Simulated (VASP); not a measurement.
Cu, 3 atoms in the cell. The cell holds a slab with vacuum, 3 atoms: a = 2.567 Å, b = 2.567 Å, c = 17.630 Å, α = 90.00°, β = 90.00°, γ = 90.00°. 

* Program: VASP 6.6.1
* Task: single point
* Functional: PBE
* Potentials or basis: VASP PAW PBE potentials, release 64 (Cu)
* Cutoff: 520 eV
* k mesh: 11 × 11 × 1
* Occupations: gaussian, width 0.1 eV
* Spin: no spin polarisation
* Dipole correction: yes
* Further INCAR settings: ALGO = Normal; EDIFF = 1e-07; NBANDS = 24

Potentials or basis: VASP PAW PBE potentials, release 64 (Cu).

Run with:

```bash
$ cat potpaw_PBE.64/Cu/POTCAR > POTCAR
$ mpirun -np 1 vasp_std > vasp.out
```

Hardware: 1 thread of Intel Xeon 6975P-C, with other jobs on the host.

Estimate the wall time of this run.

It took 86 s on 1 thread of Intel Xeon 6975P-C, with other jobs on the host, peak memory 0.24 GiB. Counts: scf iterations 22, k points 21.
